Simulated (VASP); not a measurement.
# HgSe (F-43m) in VASP: further runs

The runs below take HgSe through single point, relaxation of cell and atoms, with PBEsol.

Program: VASP 6.6.1. These are calculated values, not measurements. Logs are shortened: lines on timing, memory, paths and dates and some standing lists are left out, and cuts for length are marked.

### 1 The cell of the first run

It takes space group F-43m (No. 216, cubic). The conventional cell has a = 6.134 Å, b = 6.134 Å, c = 6.134 Å, α = 90.00°, β = 90.00°, γ = 90.00°. Within 3.5 Å of Hg (site symmetry -43m) lie 4 Se at 2.66 Å. Within 3.5 Å of Se (site symmetry -43m) lie 4 Hg at 2.66 Å.

### 2 Single point, PBEsol

Input file INCAR:

```
PREC = Accurate
ENCUT = 500
EDIFF = 1E-6
ISMEAR = 0
SIGMA = 0.1
LREAL = False
LASPH = True
NELM = 120
ALGO = Normal
ISIF = 2
LWAVE = False
LCHARG = False
GGA = PS
NBANDS = 16
GGA_COMPAT = False
```

Input file KPOINTS:

```
Automatic mesh
0
Gamma
  12 12 12
```

Input file POSCAR:

```
HgSe
1.0
    0.0000000000      3.0670850994      3.0670850994
    3.0670850994      0.0000000000      3.0670850994
    3.0670850994      3.0670850994      0.0000000000
Hg Se
1 1
Direct
    0.0000000000      0.0000000000      0.0000000000
    0.7500000000      0.7500000000      0.7500000000
```

Potentials or basis: VASP PAW PBE potentials, release 64 (Hg, Se).

On the command line:

```bash
$ cat potpaw_PBE.64/Hg/POTCAR potpaw_PBE.64/Se/POTCAR > POTCAR
$ mpirun -np 1 vasp_std > vasp.out
```

OUTCAR:

```text
PREC = Accurate
   ENCUT = 500
   EDIFF = 1E-6
   ISMEAR = 0
   LREAL = False
   LASPH = True
   NELM = 120
   ISIF = 2
   GGA = PS

 ion  position               nearest neighbor table
   1  0.000  0.000  0.000-   2 2.66   2 2.66   2 2.66   2 2.66
   2  0.750  0.750  0.750-   1 2.66   1 2.66   1 2.66   1 2.66

  LATTYP: Found a face centered cubic cell.
 ALAT       =     6.1341701988

  Lattice vectors:

 A1 = (   0.0000000000,   3.0670850994,   3.0670850994)
 A2 = (   3.0670850994,   0.0000000000,   3.0670850994)
 A3 = (   3.0670850994,   3.0670850994,   0.0000000000)

Analysis of symmetry for initial positions (statically):
=====================================================================
 Subroutine PRICEL returns:
 Original cell was already a primitive cell.

 Routine SETGRP: Setting up the symmetry group for a
 face centered cubic supercell.

 Subroutine GETGRP returns: Found 24 space group operations
 (whereof 24 operations were pure point group operations)
 out of a pool of 48 trial point group operations.

The static configuration has the point symmetry T_d .

Analysis of symmetry for dynamics (positions and initial velocities):
=====================================================================
 Subroutine PRICEL returns:
 Original cell was already a primitive cell.

 Routine SETGRP: Setting up the symmetry group for a
 face centered cubic supercell.

 Subroutine GETGRP returns: Found 24 space group operations
 (whereof 24 operations were pure point group operations)
 out of a pool of 48 trial point group operations.

The dynamic configuration has the point symmetry T_d .

 Subroutine INISYM returns: Found 24 space group operations
 (whereof 24 operations are pure point group operations),
 and found     1 'primitive' translations

----------------------------------------------------------------------------------------

                                     Primitive cell

  volume of cell :      57.7042

  direct lattice vectors                    reciprocal lattice vectors
     0.000000000  3.067085099  3.067085099    -0.163021235  0.163021235  0.163021235
     3.067085099  0.000000000  3.067085099     0.163021235 -0.163021235  0.163021235
     3.067085099  3.067085099  0.000000000     0.163021235  0.163021235 -0.163021235

  length of vectors
     4.337513345  4.337513345  4.337513345     0.282361061  0.282361061  0.282361061

  position of ions in fractional coordinates (direct lattice)
     0.000000000  0.000000000  0.000000000
     0.750000000  0.750000000  0.750000000

  ion indices of the primitive-cell ions
   primitive index   ion index
                 1           1
                 2           2

----------------------------------------------------------------------------------------

 KPOINTS: Automatic mesh

Automatic generation of k-mesh.
 Grid dimensions read from file:
 generate k-points for:   12   12   12

 Generating k-lattice:

  Cartesian coordinates                     Fractional coordinates (reciprocal lattice)
    -0.013585103  0.013585103  0.013585103     0.083333333  0.000000000  0.000000000
     0.013585103 -0.013585103  0.013585103     0.000000000  0.083333333  0.000000000
     0.013585103  0.013585103 -0.013585103     0.000000000  0.000000000  0.083333333

  Length of vectors
     0.023530088  0.023530088  0.023530088

  Shift w.r.t. Gamma in fractional coordinates (k-lattice)
     0.000000000  0.000000000  0.000000000

 Subroutine IBZKPT returns following result:
 ===========================================

 Found     72 irreducible k-points:

 Following reciprocal coordinates:
            Coordinates               Weight
  0.000000  0.000000  0.000000      1.000000
  0.083333  0.000000  0.000000      8.000000
  0.166667  0.000000  0.000000      8.000000
  0.250000  0.000000  0.000000      8.000000
  0.333333  0.000000  0.000000      8.000000
  0.416667  0.000000  0.000000      8.000000
[... 16 lines left out ...]
  0.500000  0.166667  0.000000     24.000000
 -0.416667  0.166667  0.000000     24.000000
 [... further k-points ...]
   k-points           NKPTS =     72   k-points in BZ     NKDIM =     72   number of bands    NBANDS=     16
   number of dos      NEDOS =    301   number of ions     NIONS =      2
   total plane-waves  NPLWV =  32768
   dimension x,y,z NGX =    32 NGY =   32 NGZ =   32
   dimension x,y,z NGXF=    64 NGYF=   64 NGZF=   64
   ions per type =               1   1
   NGX,Y,Z   is equivalent  to a cutoff of  12.26, 12.26, 12.26 a.u.
   NGXF,Y,Z  is equivalent  to a cutoff of  24.53, 24.53, 24.53 a.u.
 SYSTEM =  unknown system
   PREC   = accura    normal or accurate (medium, high low for compatibility)
   ISTART =      0    job   : 0-new  1-cont  2-samecut
   ICHARG =      2    charge: 1-file 2-atom 10-const
   ISPIN  =      1    spin polarized calculation?
   LNONCOLLINEAR =      F non collinear calculations
   LSORBIT =      F    spin-orbit coupling
   LASPH  =      T    aspherical Exc in radial PAW
   ENCUT  =  500.0 eV  36.75 Ry    6.06 a.u.   7.91  7.91  7.91*2*pi/ulx,y,z
   NELM   =    120;   NELMIN=  2; NELMDL= -5     # of ELM steps
   EDIFF  = 0.1E-05   stopping-criterion for ELM
   LREAL  =      F    real-space projection
   EDIFFG = 0.1E-04   stopping-criterion for IOM
   NSW    =      0    number of steps for IOM
   IBRION =     -1    ionic relax: 0-MD 1-quasi-New 2-CG
   NFREE  =      0    steps in history (QN), initial steepest desc. (CG)
   ISIF   =      2    stress and relaxation
   ISYM   =      2    0-nonsym 1-usesym 2-fastsym
   POTIM  = 0.5000    time-step for ionic-motion
   TEBEG  =    0.0;   TEEND  =   0.0 temperature during run
   PSTRESS=    0.0 pullay stress
   NELECT =      18.0000    total number of electrons
   NUPDOWN=      -1.0000    fix difference up-down
   EMIN   =  10.00;   EMAX   =-10.00  energy-range for DOS
   EFERMI =   0.00;   METHOD = LEGACY
   ISMEAR =     0;   SIGMA  =   0.10  broadening in eV -4-tet -1-fermi 0-gaus
   EFERMI_NEDOS =   21; number of points for ismear=-14 and -15
   IALGO  =     38    algorithm
   IMIX   =      4    mixing-type and parameters
     AMIX     =   0.40;   BMIX     =  1.00
     AMIX_MAG =   1.60;   BMIX_MAG =  1.00
  volume/ion in A,a.u.               =      28.85       194.70
  Fermi-wavevector in a.u.,A,eV,Ry     =   1.110273  2.098112 16.771990  1.232706
  Thomas-Fermi vector in A             =   2.246823
   LORBIT       =      0    0 simple, 1 ext, 2 COOP (PROOUT), +10 PAW based schemes
   GGA     = PS    functional components
   LHFCALC =     F    Hartree Fock is set to
   AEXX    =    0.0000 exact exchange contribution
   IVDW    =     0    specifies the selected vdW correction
   LEPSILON=     F    determine dielectric tensor
   LRPA    =     F    only Hartree local field effects (RPA)
 non-spin polarized calculation
 Gauss-broadening in eV      SIGMA  =   0.10
  energy-cutoff  :      500.00
  volume of cell :       57.70
 maximum number of plane-waves:      1484
   NGX = 15   NGY = 15   NGZ = 15

 number of electron      18.0000001 magnetization

 Free energy of the ion-electron system (eV)
  ---------------------------------------------------
  ext. energy  EPLUGINS =         0.00000000
  ---------------------------------------------------
  free energy    TOTEN  =        -4.81051489 eV

  energy without entropy =       -4.81035376  energy(sigma->0) =       -4.81043433

 E-fermi :   1.4360     XC(G=0):  -9.1368

 val. band max:        1.3677197094   @ k =   0.0000   0.0000   0.0000
 cond. band min:       1.6936178882   @ k =   0.0833   0.0000   0.0000
 fundamental gap:      0.3258981788
 Fermi energy:         1.4359928092

 k-point     1 :       0.0000    0.0000    0.0000
  band No.  band energies     occupation
      1     -11.9466      2.00000
      2      -5.6538      2.00000
      3      -5.6538      2.00000
      4      -5.6538      2.00000
      5      -4.9447      2.00000
      6      -4.9447      2.00000
[... 8 lines left out ...]
     15      12.5959      0.00000
     16      12.5959      0.00000

 k-point     2 :       0.0833    0.0000    0.0000
  band No.  band energies     occupation
      1     -11.9177      2.00000
      2      -5.6429      2.00000
      3      -5.6403      2.00000
      4      -5.6403      2.00000
      5      -4.9460      2.00000
      6      -4.9460      2.00000
[... 8 lines left out ...]
     15      12.0087      0.00000
     16      12.0087      0.00000

 k-point     3 :       0.1667    0.0000    0.0000
  band No.  band energies     occupation
      1     -11.8375      2.00000
      2      -5.6047      2.00000
      3      -5.6047      2.00000
      4      -5.5983      2.00000
      5      -4.9471      2.00000
      6      -4.9471      2.00000
[... 8 lines left out ...]
     15      11.5160      0.00000
     16      11.5160      0.00000

 k-point     4 :       0.2500    0.0000    0.0000
  band No.  band energies     occupation
      1     -11.7251      2.00000
      2      -5.5599      2.00000
      3      -5.5599      2.00000
      4      -5.4891      2.00000
      5      -4.9420      2.00000
      6      -4.9420      2.00000
[... 8 lines left out ...]
     15      11.4246      0.00000
     16      11.4246      0.00000
[... 324 lines left out ...]
 k-point    22 :       0.4167    0.1667    0.0000
  band No.  band energies     occupation
      1     -11.5149      2.00000
      2      -5.5022      2.00000
      3      -5.4231      2.00000
      4      -5.2074      2.00000
      5      -4.8929      2.00000
      6      -4.8869      2.00000
[... 8 lines left out ...]
     15      12.5008      0.00000
     16      13.1097      0.00000

 k-point    23 :       0.5000    0.1667    0.0000
  band No.  band energies     occupation
      1     -11.4536      2.00000
      2      -5.4754      2.00000
      3      -5.4131      2.00000
      4      -5.0336      2.00000
      5      -4.8928      2.00000
      6      -4.7006      2.00000
[... 8 lines left out ...]
     15      12.5778      0.00000
     16      13.2106      0.00000

 k-point    24 :      -0.4167    0.1667    0.0000
  band No.  band energies     occupation
      1     -11.4456      2.00000
      2      -5.4653      2.00000
      3      -5.4228      2.00000
      4      -4.9674      2.00000
      5      -4.9162      2.00000
      6      -4.6457      2.00000
[... 8 lines left out ...]
     15      12.3346      0.00000
     16      12.5267      0.00000

 [... further k-points ...]

------------------------ aborting loop because EDIFF is reached ----------------------------------------

  FORCE on cell =-STRESS in cart. coord.  units (eV):
  Direction    XX          YY          ZZ          XY          YZ          ZX
  --------------------------------------------------------------------------------------
  -------------------------------------------------------------------------------------
  Total        0.0901225      0.0901225      0.0901225      0.0000000      0.0000000     -0.0000000
  in kB        2.5022830      2.5022830      2.5022830      0.0000000      0.0000000     -0.0000000
  external PRESSURE =       2.5022830 kB  Pullay stress =       0.0000000 kB

 VOLUME and BASIS-vectors are now :
 -----------------------------------------------------------------------------
  energy-cutoff  :      500.00
  volume of cell :       57.70
      direct lattice vectors                 reciprocal lattice vectors
     0.000000000  3.067085099  3.067085099    -0.163021235  0.163021235  0.163021235
     3.067085099  0.000000000  3.067085099     0.163021235 -0.163021235  0.163021235
     3.067085099  3.067085099  0.000000000     0.163021235  0.163021235 -0.163021235

 POSITION                                       TOTAL-FORCE (eV/Angst)
 -----------------------------------------------------------------------------------
      0.00000      0.00000      0.00000         0.000000     -0.000000     -0.000000
      4.60063      4.60063      4.60063        -0.000000      0.000000      0.000000
 -----------------------------------------------------------------------------------
    total drift:                                0.000000      0.000000      0.000000

  FREE ENERGIE OF THE ION-ELECTRON SYSTEM (eV)
  ---------------------------------------------------
  free  energy   TOTEN  =        -4.8105148949 eV

  energy  without entropy=       -4.8103537602  energy(sigma->0) =       -4.81043433
```

It took 20 s on 1 thread of Intel Xeon 6975P-C (Granite Rapids), shared host; peak memory 0.21 GiB.

What came out:

```
Free energy            : -4.8105 eV
Pressure               : 0.3 GPa
Band gap on the k mesh : zero (filled and empty bands touch)
```

Caveat: the PAW data sets were made with another functional, which shifts forces and pressure a little; spin-orbit coupling is left out, which moves the levels of the heavy elements.

(Part 1 of 2 ends here.)
